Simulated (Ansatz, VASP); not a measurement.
One calculation of Pt, two programs

INCAR

```
SYSTEM = Pt
PREC     = Accurate       ! precision mode
ENCUT    = 520            ! plane-wave cutoff, eV
EDIFF    = 1E-7           ! SCF threshold, eV
ISMEAR   = 0              ! smearing method
SIGMA    = 0.15           ! smearing width, eV
LREAL    = .False.        ! projectors in reciprocal space
LASPH    = .True.         ! aspherical terms in the spheres
NELM     = 100            ! most SCF steps
ALGO     = Fast           ! electronic algorithm
ISIF     = 2              ! what is computed and relaxed
LWAVE    = .False.        ! write WAVECAR
LCHARG   = .True.         ! write CHGCAR
LELF     = .True.         ! ELF
LVHAR    = .True.       
NBANDS   = 11             ! bands
```

Contents of KPOINTS:

```
Automatic mesh
0
Gamma
  22 22 22
  0 0 0
```

POSCAR

```
Pt
1.0
    0.0000000000      1.8734040181      2.1862624892
    1.8734040181      0.0000000000      2.1862624892
    1.8734040181      1.8734040181      0.0000000000
Pt
1
Direct
    0.0000000000      0.0000000000      0.0000000000
```

Input for Ansatz:

```yaml
crystal:
  lattice:
    - [0.0, 1.8734040181, 2.1862624892]
    - [1.8734040181, 0.0, 2.1862624892]
    - [1.8734040181, 1.8734040181, 0.0]
  atoms:
    - { symbol: Pt, position: [0.0, 0.0, 0.0] }
basis:
  ecutwfc: 420
kpoints:
  mp_grid: { grid: [22, 22, 22] }
hamiltonian:
  xc: lda
  pseudopotentials: { kind: paw, azcp: { folder: soft_1 } }
scf:
  occupations: { method: gaussian, width: 0.15 }
output:
  forces: true
  stress: true
  eigenvalues: true
```

Alike in both runs: task single point; functional LDA; k mesh 22 × 22 × 22; occupations gaussian, width 0.15 eV; no spin polarisation.

|  | VASP | Ansatz |
| --- | --- | --- |
| version | VASP 6.6.1 | Ansatz 0.2.0 |
| potentials or method | VASP PAW LDA potentials, release 64 (Pt), cutoff 520 eV | scalar-relativistic, plane waves, PAW |
| valence electrons in the cell | 10 | 18 |

VASP gave:

| Property | Result |
| --- | --- |
| gap on the k mesh at the Fermi level (eV) | none |
| pressure (GPa) | -6.6 |
| traceless stress, the component that is largest in VASP (GPa) | -13.76 |

**Question.** Which values does Ansatz return?

**Answer.** gap on the k mesh at the Fermi level (eV): none; pressure (GPa): -7.3; traceless stress, the component that is largest in VASP (GPa): -13.73.

Ansatz warns that its potentials were made for another functional, while VASP's fit it. LDA's correlation is that of Perdew and Zunger in VASP and of Perdew and Wang (1992) in Ansatz. A gap of «none» marks a metal or a gap that the smearing closes. VASP's potentials hold 10 valence electrons a cell and Ansatz's 18, so a difference there can come from the potentials and not from the codes.

Spin-orbit coupling is off throughout.
